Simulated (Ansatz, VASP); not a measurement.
# CuSbPt2Cl6: VASP beside Ansatz

POSCAR

```
CuSbPt2Cl6
1.0
    0.0000000000      4.8128390000      4.8128390000
    4.8128390000      0.0000000000      4.8128390000
    4.8128390000      4.8128390000      0.0000000000
Pt Sb Cu Cl
2 1 1 6
Direct
    0.2500000000      0.2500000000      0.2500000000
    0.7500000000      0.7500000000      0.7500000000
    0.0000000000      0.0000000000      0.0000000000
    0.5000000000      0.5000000000      0.5000000000
    0.7537300000      0.2462700000      0.2462700000
    0.2462700000      0.7537300000      0.2462700000
    0.2462700000      0.7537300000      0.7537300000
    0.7537300000      0.2462700000      0.7537300000
    0.2462700000      0.2462700000      0.7537300000
    0.7537300000      0.7537300000      0.2462700000
```

The input INCAR.step1:

```
ALGO     = Normal         # electronic algorithm
EDIFF    = 1E-4           # SCF threshold, eV
ENCUT    = 520            # plane-wave cutoff, eV
GGA      = PE             # functional
ISMEAR   = -1             # smearing method
LASPH    = T              # aspherical terms in the spheres
LCHARG   = F              # write CHGCAR
LREAL    = F              # projectors in reciprocal space
LWAVE    = T              # write WAVECAR
NBANDS   = 50             # bands
NELM     = 60             # most SCF steps
PREC     = Accurate       # precision mode
SIGMA    = 0.029          # smearing width, eV
```

File INCAR.step2:

```
ALGO     = Normal         # electronic algorithm
EDIFF    = 1E-6           # SCF threshold, eV
ENCUT    = 520            # plane-wave cutoff, eV
ISIF     = 2              # what is computed and relaxed
ISMEAR   = -1             # smearing method
ISTART   = 1            
LASPH    = T              # aspherical terms in the spheres
LCHARG   = F              # write CHGCAR
LMIXTAU  = T            
LREAL    = F              # projectors in reciprocal space
LWAVE    = F              # write WAVECAR
METAGGA  = R2SCAN         # meta-GGA
NBANDS   = 50             # bands
NELM     = 60             # most SCF steps
PREC     = Accurate       # precision mode
SIGMA    = 0.029          # smearing width, eV
```

Contents of KPOINTS:

```
k-points
0
Gamma
  6 6 6
```

Input for Ansatz:

```yaml
crystal:
  lattice:
    - [0.0, 4.812839, 4.812839]
    - [4.812839, 0.0, 4.812839]
    - [4.812839, 4.812839, 0.0]
  atoms:
    - { symbol: Pt, position: [0.25, 0.25, 0.25] }
    - { symbol: Pt, position: [0.75, 0.75, 0.75] }
    - { symbol: Sb, position: [0.0, 0.0, 0.0] }
    - { symbol: Cu, position: [0.5, 0.5, 0.5] }
    - { symbol: Cl, position: [0.75373, 0.24627, 0.24627] }
    - { symbol: Cl, position: [0.24627, 0.75373, 0.24627] }
    - { symbol: Cl, position: [0.24627, 0.75373, 0.75373] }
    - { symbol: Cl, position: [0.75373, 0.24627, 0.75373] }
    - { symbol: Cl, position: [0.24627, 0.24627, 0.75373] }
    - { symbol: Cl, position: [0.75373, 0.75373, 0.24627] }
  symmetry: { tolerance: 0.0003 }
kpoints:
  mp_grid: { grid: [6, 6, 6], shift: [0, 0, 0] }
  band_path:
    path:
      - [0.0, 0.0, 0.0]
      - [0.5, 0.0, 0.5]
      - [0.625, 0.25, 0.625]
      - [0.375, 0.375, 0.75]
      - [0.0, 0.0, 0.0]
      - [0.5, 0.5, 0.5]
      - [0.5, 0.25, 0.75]
      - [0.5, 0.0, 0.5]
    npoints: 8
magnetization:
  spin_polarized: false
scf:
  occupations: { method: fermi_dirac, width: 0.029 }
  lower_state_search: "off"
  max_iter: 200
hamiltonian:
  pseudopotentials: { kind: paw }
  xc: r2scan
basis:
  ecutwfc: 500
  fft_grid_basis: typed
output:
  forces: true
  stress: true
  eigenvalues: true
  bader: true
  populations: true
  elf: true
  write_potential: true
  volumetric_format: npy
  dos:
    e_range: [-12, 8]
    de: 0.05
    projected: { site_lists: { Cl: [Cl], Cu: [Cu], Pt: [Pt], Sb: [Sb] } }
checkpoint:
  read: saved_state
```

Alike in both runs: task single point; functional r2SCAN; k mesh 6 × 6 × 6; occupations fermi-dirac, width 0.029 eV; no spin polarisation.

|  | VASP | Ansatz |
| --- | --- | --- |
| version | VASP 6.6.1 | Ansatz 0.2.0 |
| potentials or method | VASP PAW PBE potentials, release 64 (Pt, Sb, Cu, Cl), cutoff 520 eV | PAW plane waves |
| valence electrons in the cell | 78 | 112 |

|  | VASP | Ansatz | Ansatz less VASP |
| --- | --- | --- | --- |
| pressure (GPa) | 3.9 | 4.0 | +0.06 |
| rms of the force components (eV/Å) | 0.830 | 0.828 | -0.0020 |

VASP's potentials were made for PBE, not for r2SCAN. Atom by atom the forces differ by 0.002 eV/Å (rms over components). VASP's potentials hold 78 valence electrons a cell and Ansatz's 112, so a difference there can come from the potentials and not from the codes.

Neither program's run includes spin-orbit coupling.
